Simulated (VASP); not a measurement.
# KTaH6 (P4/mmm) in VASP: notebook

KTaH6 is run at these levels: PBE; tasks: single point, relaxation of cell and atoms.

All numbers are computed with VASP 6.6.1; they aren't measurements. Logs are shortened: lines on timing, memory, paths and dates and some standing lists are left out, and cuts for length are marked.

## (1) The cell of the first run

Symmetry: P4/mmm, No. 123, tetragonal system. The conventional cell has a = 3.923 Å, b = 3.923 Å, c = 9.175 Å, α = 90.00°, β = 90.00°, γ = 90.00°. Within 2.6 Å of K (site symmetry 4/mmm) lie 4 H at 1.96 Å. Within 2.5 Å of Ta (site symmetry 4/mmm) lie 6 H at 1.85 to 1.96 Å. Within 2.6 Å of H (site symmetry mmm) lie 2 K at 1.96 Å. Within 2.6 Å of H (site symmetry mmm) lie 2 Ta at 1.96 Å. Within 2.5 Å of H (site symmetry 4mm) lie 1 Ta at 1.85 Å.

## (2) Single point, PBE

INCAR

```
ALGO = Normal
EDIFF = 1E-6
ENCUT = 520
GGA = PE
ISIF = 2
ISMEAR = 0
LASPH = T
LCHARG = T
LELF = T
LREAL = F
LVHAR = T
LWAVE = F
NBANDS = 23
NELM = 100
PREC = Accurate
SIGMA = 0.1
```

KPOINTS

```
k-points
0
Gamma
  10 10 4
```

POSCAR

```
KTaH6
1.0
    3.9227510880      0.0000000000      0.0000000000
    0.0000000000      3.9227510880      0.0000000000
    0.0000000000      0.0000000000      9.1751008990
K Ta H
1 1 6
Direct
    0.0000000000      0.0000000000      0.0000000000
    0.0000000000      0.0000000000      0.5000000000
    0.5000000000      0.0000000000      0.0000000000
    0.5000000000      0.0000000000      0.5000000000
    0.0000000000      0.5000000000      0.0000000000
    0.0000000000      0.5000000000      0.5000000000
    0.0000000000      0.0000000000      0.2978862728
    0.0000000000      0.0000000000      0.7021137272
```

Potentials or basis: VASP PAW PBE potentials, release 64 (K_sv, Ta_pv, H).

Run with:

```bash
> cat potpaw_PBE.64/K_sv/POTCAR potpaw_PBE.64/Ta_pv/POTCAR potpaw_PBE.64/H/POTCAR > POTCAR
> mpirun -np 1 vasp_std > vasp.out
```

OUTCAR:

```text
EDIFF = 1E-6
   ENCUT = 520
   GGA = PE
   ISIF = 2
   ISMEAR = 0
   LASPH = T
   LREAL = F
   NELM = 100
   PREC = Accurate

 ion  position               nearest neighbor table
   1  0.000  0.000  0.000-   3 1.96   5 1.96   5 1.96   3 1.96
   2  0.000  0.000  0.500-   7 1.85   8 1.85   4 1.96   6 1.96   6 1.96   4 1.96
   3  0.500  0.000  0.000-   1 1.96   1 1.96
   4  0.500  0.000  0.500-   2 1.96   2 1.96
   5  0.000  0.500  0.000-   1 1.96   1 1.96
   6  0.000  0.500  0.500-   2 1.96   2 1.96
   7  0.000  0.000  0.298-   2 1.85
   8  0.000  0.000  0.702-   2 1.85

  LATTYP: Found a simple tetragonal cell.
 ALAT       =     3.9227510880
 C/A-ratio  =     2.3389454730

  Lattice vectors:

 A1 = (   3.9227510880,   0.0000000000,   0.0000000000)
 A2 = (   0.0000000000,   3.9227510880,   0.0000000000)
 A3 = (   0.0000000000,   0.0000000000,   9.1751008990)

Analysis of symmetry for initial positions (statically):
=====================================================================
 Subroutine PRICEL returns:
 Original cell was already a primitive cell.

 Routine SETGRP: Setting up the symmetry group for a
 simple tetragonal supercell.

 Subroutine GETGRP returns: Found 16 space group operations
 (whereof 16 operations were pure point group operations)
 out of a pool of 16 trial point group operations.

The static configuration has the point symmetry D_4h.

Analysis of symmetry for dynamics (positions and initial velocities):
=====================================================================
 Subroutine PRICEL returns:
 Original cell was already a primitive cell.

 Routine SETGRP: Setting up the symmetry group for a
 simple tetragonal supercell.

 Subroutine GETGRP returns: Found 16 space group operations
 (whereof 16 operations were pure point group operations)
 out of a pool of 16 trial point group operations.

The dynamic configuration has the point symmetry D_4h.

 Subroutine INISYM returns: Found 16 space group operations
 (whereof 16 operations are pure point group operations),
 and found     1 'primitive' translations

----------------------------------------------------------------------------------------

                                     Primitive cell

  volume of cell :     141.1862

  direct lattice vectors                    reciprocal lattice vectors
     3.922751088  0.000000000  0.000000000     0.254923134  0.000000000  0.000000000
     0.000000000  3.922751088  0.000000000     0.000000000  0.254923134  0.000000000
     0.000000000  0.000000000  9.175100899     0.000000000  0.000000000  0.108990627

  length of vectors
     3.922751088  3.922751088  9.175100899     0.254923134  0.254923134  0.108990627

  position of ions in fractional coordinates (direct lattice)
     0.000000000  0.000000000  0.000000000
     0.000000000  0.000000000  0.500000000
     0.500000000  0.000000000  0.000000000
     0.500000000  0.000000000  0.500000000
     0.000000000  0.500000000  0.000000000
     0.000000000  0.500000000  0.500000000
     0.000000000  0.000000000  0.297886273
     0.000000000  0.000000000  0.702113727

  ion indices of the primitive-cell ions
   primitive index   ion index
                 1           1
                 2           2
                 3           3
                 4           4
                 5           5
                 6           6
                 7           7
                 8           8

----------------------------------------------------------------------------------------

 KPOINTS: k-points

Automatic generation of k-mesh.
 Grid dimensions read from file:
 generate k-points for:   10   10    4

 Generating k-lattice:

  Cartesian coordinates                     Fractional coordinates (reciprocal lattice)
     0.025492313  0.000000000  0.000000000     0.100000000  0.000000000  0.000000000
     0.000000000  0.025492313  0.000000000     0.000000000  0.100000000  0.000000000
     0.000000000  0.000000000  0.027247657     0.000000000  0.000000000  0.250000000

  Length of vectors
     0.025492313  0.025492313  0.027247657

  Shift w.r.t. Gamma in fractional coordinates (k-lattice)
     0.000000000  0.000000000  0.000000000

 Subroutine IBZKPT returns following result:
 ===========================================

 Found     63 irreducible k-points:

 Following reciprocal coordinates:
            Coordinates               Weight
  0.000000  0.000000  0.000000      1.000000
  0.100000  0.000000  0.000000      4.000000
  0.200000  0.000000  0.000000      4.000000
  0.300000  0.000000  0.000000      4.000000
  0.400000  0.000000  0.000000      4.000000
  0.500000  0.000000  0.000000      2.000000
[... 16 lines left out ...]
  0.100000  0.000000  0.250000      8.000000
  0.200000  0.000000  0.250000      8.000000
 [... further k-points ...]
   k-points           NKPTS =     63   k-points in BZ     NKDIM =     63   number of bands    NBANDS=     23
   number of dos      NEDOS =    301   number of ions     NIONS =      8
   total plane-waves  NPLWV =  63000
   dimension x,y,z NGX =    30 NGY =   30 NGZ =   70
   dimension x,y,z NGXF=    60 NGYF=   60 NGZF=  140
   ions per type =               1   1   6
   NGX,Y,Z   is equivalent  to a cutoff of  12.71, 12.71, 12.68 a.u.
   NGXF,Y,Z  is equivalent  to a cutoff of  25.43, 25.43, 25.37 a.u.
 SYSTEM =  unknown system
   PREC   = accura    normal or accurate (medium, high low for compatibility)
   ISTART =      0    job   : 0-new  1-cont  2-samecut
   ICHARG =      2    charge: 1-file 2-atom 10-const
   ISPIN  =      1    spin polarized calculation?
   LNONCOLLINEAR =      F non collinear calculations
   LSORBIT =      F    spin-orbit coupling
   LASPH  =      T    aspherical Exc in radial PAW
   ENCUT  =  520.0 eV  38.22 Ry    6.18 a.u.   7.29  7.29 17.06*2*pi/ulx,y,z
   NELM   =    100;   NELMIN=  2; NELMDL= -5     # of ELM steps
   EDIFF  = 0.1E-05   stopping-criterion for ELM
   LREAL  =      F    real-space projection
[... 7 lines left out ...]
   TEBEG  =    0.0;   TEEND  =   0.0 temperature during run
   PSTRESS=    0.0 pullay stress
   NELECT =      26.0000    total number of electrons
   NUPDOWN=      -1.0000    fix difference up-down
   EMIN   =  10.00;   EMAX   =-10.00  energy-range for DOS
   EFERMI =   0.00;   METHOD = LEGACY
[... 16 lines left out ...]
 non-spin polarized calculation
 Gauss-broadening in eV      SIGMA  =   0.10
  energy-cutoff  :      520.00
  volume of cell :      141.19
 maximum number of plane-waves:      3848
 NGX is ok and might be reduce to    30
   NGX = 15   NGY = 15   NGZ = 35

 number of electron      25.9999997 magnetization

 Free energy of the ion-electron system (eV)
  ---------------------------------------------------
  ext. energy  EPLUGINS =         0.00000000
  ---------------------------------------------------
  free energy    TOTEN  =       -25.36475990 eV

  energy without entropy =      -25.33584612  energy(sigma->0) =      -25.35030301

 E-fermi :  -1.9372     XC(G=0):  -6.6910

 val. band max:       -1.9406267477   @ k =   0.4000   0.2000   0.2500
 cond. band min:      -1.9272317981   @ k =   0.5000   0.4000   0.5000
 fundamental gap:      0.0133949496
 Fermi energy:        -1.9371956573

 k-point     1 :       0.0000    0.0000    0.0000
  band No.  band energies     occupation
      1     -37.8016      2.00000
      2     -37.8016      2.00000
      3     -37.5910      2.00000
      4     -30.5016      2.00000
      5     -14.0213      2.00000
      6     -14.0213      2.00000
[... 15 lines left out ...]
     22       6.6431      0.00000
     23       7.2570      0.00000

 k-point     2 :       0.1000    0.0000    0.0000
  band No.  band energies     occupation
      1     -37.8054      2.00000
      2     -37.8014      2.00000
      3     -37.5908      2.00000
      4     -30.4989      2.00000
      5     -14.0800      2.00000
      6     -14.0191      2.00000
[... 15 lines left out ...]
     22       6.6390      0.00000
     23       7.0511      0.00000

 k-point     3 :       0.2000    0.0000    0.0000
  band No.  band energies     occupation
      1     -37.8156      2.00000
      2     -37.8009      2.00000
      3     -37.5903      2.00000
      4     -30.4916      2.00000
      5     -14.2281      2.00000
      6     -14.0134      2.00000
[... 15 lines left out ...]
     22       5.9332      0.00000
     23       6.8240      0.00000

 k-point     4 :       0.3000    0.0000    0.0000
  band No.  band energies     occupation
      1     -37.8282      2.00000
      2     -37.8004      2.00000
      3     -37.5897      2.00000
      4     -30.4826      2.00000
      5     -14.4013      2.00000
      6     -14.0063      2.00000
[... 15 lines left out ...]
     22       6.4621      0.00000
     23       6.7198      0.00000

 k-point     5 :       0.4000    0.0000    0.0000
  band No.  band energies     occupation
      1     -37.8383      2.00000
      2     -37.7999      2.00000
      3     -37.5893      2.00000
      4     -30.4753      2.00000
      5     -14.5345      2.00000
      6     -14.0005      2.00000
[... 15 lines left out ...]
     22       6.3053      0.00000
     23       6.4645      0.00000

 k-point     6 :       0.5000    0.0000    0.0000
  band No.  band energies     occupation
      1     -37.8421      2.00000
      2     -37.7998      2.00000
      3     -37.5891      2.00000
      4     -30.4725      2.00000
      5     -14.5839      2.00000
      6     -13.9984      2.00000
[... 15 lines left out ...]
     22       6.2048      0.00000
     23       6.8644      0.00000

 k-point     7 :       0.1000    0.1000    0.0000
  band No.  band energies     occupation
      1     -37.8053      2.00000
      2     -37.8052      2.00000
      3     -37.5906      2.00000
      4     -30.4961      2.00000
      5     -14.0799      2.00000
      6     -14.0754      2.00000
[... 353 lines left out ...]
     22       4.5271      0.00000
     23       5.6020      0.00000

 k-point    21 :       0.5000    0.5000    0.0000
  band No.  band energies     occupation
      1     -37.8401      2.00000
      2     -37.8401      2.00000
      3     -37.5872      2.00000
      4     -30.4439      2.00000
      5     -14.5455      2.00000
      6     -14.5455      2.00000
[... 15 lines left out ...]
     22       4.5713      0.00000
     23       6.0624      0.00000

 k-point    22 :       0.0000    0.0000    0.2500
  band No.  band energies     occupation
      1     -37.8016      2.00000
      2     -37.8016      2.00000
      3     -37.5910      2.00000
      4     -30.5016      2.00000
      5     -14.0213      2.00000
      6     -14.0213      2.00000
[... 15 lines left out ...]
     22       6.6384      0.00000
     23       7.2223      0.00000

 k-point    23 :       0.1000    0.0000    0.2500
  band No.  band energies     occupation
      1     -37.8054      2.00000
      2     -37.8014      2.00000
      3     -37.5908      2.00000
      4     -30.4989      2.00000
      5     -14.0800      2.00000
      6     -14.0191      2.00000
[... 15 lines left out ...]
     22       6.6482      0.00000
     23       7.0823      0.00000

 k-point    24 :       0.2000    0.0000    0.2500
  band No.  band energies     occupation
      1     -37.8156      2.00000
      2     -37.8009      2.00000
      3     -37.5903      2.00000
      4     -30.4916      2.00000
      5     -14.2281      2.00000
      6     -14.0134      2.00000
[... 15 lines left out ...]
     22       6.0117      0.00000
     23       6.7294      0.00000

 [... further k-points ...]

------------------------ aborting loop because EDIFF is reached ----------------------------------------

  FORCE on cell =-STRESS in cart. coord.  units (eV):
  Direction    XX          YY          ZZ          XY          YZ          ZX
  --------------------------------------------------------------------------------------
  -------------------------------------------------------------------------------------
  Total        0.0340651      0.0340651     -0.0639026      0.0000000      0.0000000      0.0000000
  in kB        0.3865700      0.3865700     -0.7251645      0.0000000      0.0000000      0.0000000
  external PRESSURE =       0.0159918 kB  Pullay stress =       0.0000000 kB

 VOLUME and BASIS-vectors are now :
 -----------------------------------------------------------------------------
  energy-cutoff  :      520.00
  volume of cell :      141.19
      direct lattice vectors                 reciprocal lattice vectors
     3.922751088  0.000000000  0.000000000     0.254923134  0.000000000  0.000000000
     0.000000000  3.922751088  0.000000000     0.000000000  0.254923134  0.000000000
     0.000000000  0.000000000  9.175100899     0.000000000  0.000000000  0.108990627

 POSITION                                       TOTAL-FORCE (eV/Angst)
 -----------------------------------------------------------------------------------
      0.00000      0.00000      0.00000        -0.000000      0.000000     -0.000000
      0.00000      0.00000      4.58755        -0.000000      0.000000     -0.000000
      1.96138      0.00000      0.00000        -0.000000      0.000000     -0.000000
      1.96138      0.00000      4.58755        -0.000000      0.000000     -0.000000
      0.00000      1.96138      0.00000        -0.000000      0.000000     -0.000000
      0.00000      1.96138      4.58755        -0.000000      0.000000     -0.000000
      0.00000      0.00000      2.73314         0.000000     -0.000000      0.004815
      0.00000      0.00000      6.44196         0.000000      0.000000     -0.004815
 -----------------------------------------------------------------------------------
    total drift:                               -0.000000     -0.000000      0.000000

  FREE ENERGIE OF THE ION-ELECTRON SYSTEM (eV)
  ---------------------------------------------------
  free  energy   TOTEN  =       -25.3647599034 eV

  energy  without entropy=      -25.3358461213  energy(sigma->0) =      -25.35030301
```

It took 4.2 min on 1 thread of AMD EPYC 7R43 (Zen 3), shared host; peak memory 0.34 GiB.

What came out:

```
Free energy            : -25.3648 eV
Pressure               : 0.0 GPa
Largest force          : 0.005 eV/Å
Band gap on the k mesh : zero (band 13 reaches -1.82 eV, above the bottom of band 14 at -2.02 eV)
```

Forces on the atoms (eV/Å):
```
K    0.000  0.000  0.000
Ta   0.000  0.000  0.000
H    0.000  0.000  0.000
H    0.000  0.000  0.000
H    0.000  0.000  0.000
H    0.000  0.000  0.000
H    0.000  0.000  0.005
H    0.000  0.000 -0.005
```

Caveat: spin-orbit coupling is left out, which moves the levels of the heavy elements.

## (3) Single point, PBE

INCAR

```
SYSTEM = KTaH6
  PREC = Accurate
  ENCUT = 520
  EDIFF = 1E-6
  ISMEAR = 0
  SIGMA = 0.1
  LREAL = .False.
  LASPH = .True.
  NELM = 100
  ALGO = Normal
  ISIF = 2
  LWAVE = .False.
  LCHARG = .False.
  GGA = PE
  NBANDS = 23
```

KPOINTS

```
Automatic mesh
0
Gamma
  10 10 4
  0 0 0
```

POSCAR is that of step 2.

Potentials or basis: VASP PAW PBE potentials, release 64 (K_sv, Ta_pv, H).

Run with:

```bash
> cat potpaw_PBE.64/K_sv/POTCAR potpaw_PBE.64/Ta_pv/POTCAR potpaw_PBE.64/H/POTCAR > POTCAR
> mpirun -np 1 vasp_std > vasp.out
```

It took 3.9 min on 1 thread of AMD EPYC 7R43 (Zen 3), shared host; peak memory 0.34 GiB.

It converged, with:

```yaml
Free_energy: -25.3648 eV
Pressure: 0.0 GPa
Largest_force: 0.005 eV/Å
Band_gap_on_the_k_mesh: zero (band 13 reaches -1.82 eV, above the bottom of band 14 at -2.02 eV)
```

Forces in eV/Å, atoms in the order of the input:
```
K    0.000  0.000  0.000
Ta   0.000  0.000  0.000
H    0.000  0.000  0.000
H    0.000  0.000  0.000
H    0.000  0.000  0.000
H    0.000  0.000  0.000
H    0.000  0.000  0.005
H    0.000  0.000 -0.005
```

Stress tensor (GPa, compression positive):
```
 0.04  0.00  0.00
 0.00  0.04  0.00
 0.00  0.00 -0.07
```

Levels at points of the mesh, in eV from the Fermi level:
```
           k point  band 11  band 12  band 13  band 14  band 15  band 16
(0.00, 0.00, 0.00)    -2.38    -1.70    -1.04     0.91     0.91     1.08
(0.50, 0.00, 0.00)    -1.51    -1.15    -0.18     0.36     0.40     1.00
(0.50, 0.50, 0.00)    -0.89    -0.72     0.04     0.04     0.82     0.82
(0.00, 0.00, 0.50)    -2.66    -1.53    -1.04     0.91     0.91     1.08
(0.50, 0.00, 0.50)    -1.72    -1.06    -0.21     0.36     0.45     1.00
(0.50, 0.50, 0.50)    -0.89    -0.84     0.03     0.03     0.84     0.84
```

Caveat: spin-orbit coupling is left out, which moves the levels of the heavy elements.

## (4) Relaxation of cell and atoms, PBE

This run uses another cell than the first one, of 17.59 Å³/atom, 0.997 times its volume.

INCAR

```
  PREC = Accurate
  ENCUT = 600
  EDIFF = 1E-6
  ISMEAR = 0
  SIGMA = 0.1
  LREAL = F
  LASPH = T
  NELM = 100
  ALGO = Normal
  ISIF = 3
  LWAVE = F
  LCHARG = F
  GGA = PE
  IBRION = 2
  NSW = 100
  EDIFFG = -0.01
```

KPOINTS

```
regular mesh
0
Gamma
  10 10 4
```

POSCAR

```
KTaH6
1.0
    3.9287899537      0.0000000000      0.0000000000
    0.0000000000      3.9287899537      0.0000000000
    0.0000000000      0.0000000000      9.1181235797
K Ta H
1 1 6
Direct
    0.0000000000      0.0000000000      0.0000000000
    0.0000000000      0.0000000000      0.5000000000
    0.5000000000      0.0000000000      0.0000000000
    0.5000000000      0.0000000000      0.5000000000
    0.0000000000      0.5000000000      0.0000000000
    0.0000000000      0.5000000000      0.5000000000
    0.0000000000      0.0000000000      0.2967447938
    0.0000000000      0.0000000000      0.7032552062
```

Run with:

```bash
> cat potpaw_PBE.64/K_sv/POTCAR potpaw_PBE.64/Ta_pv/POTCAR potpaw_PBE.64/H/POTCAR > POTCAR
> mpirun -np 1 vasp_std > vasp.out
```

Run time: 13 min. Hardware: 1 thread of AMD EPYC 7R43 (Zen 3), shared host; peak memory 0.4 GiB.

The run converged. Its results:

```
Free energy                            : -25.3673 eV
Relaxed volume                         : 17.69 Å³/atom
Relaxed cell                           : a = 3.924 Å, b = 3.924 Å, c = 9.191 Å, α = 90.00°, β = 90.00°, γ = 90.00°
Space group after relaxing (to 0.05 Å) : P4/mmm (No. 123)
Energy gained by relaxing              : 0.0 meV/atom
Ionic steps                            : 7
Pressure after relaxing                : 0.0 GPa
Largest force after relaxing           : 0.006 eV/Å
Band gap on the k mesh                 : zero (band 13 reaches -1.83 eV, above the bottom of band 14 at -2.03 eV)
```

Forces in eV/Å, atoms in the order of the input:
```
K    0.000  0.000  0.000
Ta   0.000  0.000  0.000
H    0.000  0.000  0.000
H    0.000  0.000  0.000
H    0.000  0.000  0.000
H    0.000  0.000  0.000
H    0.000  0.000  0.006
H    0.000  0.000 -0.006
```

Stress tensor (GPa, compression positive):
```
 0.09  0.00  0.00
 0.00  0.09  0.00
 0.00  0.00 -0.04
```

The path:
```tsv
step	energy change (eV)	largest force (eV/Å)	pressure (GPa)	volume (Å³)
1	0.0000	0.0069	0.03	140.74
2	-0.0001	0.0155	0.02	140.80
3	-0.0001	0.0411	-0.01	140.97
4	-0.0001	0.0389	-0.01	140.99
5	-0.0002	0.0343	0.00	141.07
6	-0.0003	0.0248	0.01	141.21
7	-0.0003	0.0062	0.04	141.51
```

Final structure:
```
K Ta H
1.0
     3.92382    0.00000    0.00000
     0.00000    3.92382    0.00000
     0.00000    0.00000    9.19110
K Ta H
1 1 6
Direct
  0.00000 0.00000 0.00000
  0.00000 0.00000 0.50000
  0.50000 0.00000 0.00000
  0.50000 0.00000 0.50000
  0.00000 0.50000 0.00000
  0.00000 0.50000 0.50000
  0.00000 0.00000 0.29820
  0.00000 0.00000 0.70180
```

Levels at points of the mesh, in eV from the Fermi level:
```
           k point  band 11  band 12  band 13  band 14  band 15  band 16
(0.00, 0.00, 0.00)    -2.38    -1.70    -1.04     0.91     0.91     1.08
(0.50, 0.00, 0.00)    -1.51    -1.15    -0.18     0.36     0.40     1.00
(0.50, 0.50, 0.00)    -0.89    -0.72     0.04     0.04     0.82     0.82
(0.00, 0.00, 0.50)    -2.65    -1.53    -1.04     0.91     0.91     1.08
(0.50, 0.00, 0.50)    -1.71    -1.06    -0.21     0.36     0.45     1.00
(0.50, 0.50, 0.50)    -0.89    -0.84     0.03     0.03     0.84     0.84
```

Caveat: spin-orbit coupling is left out, which moves the levels of the heavy elements.
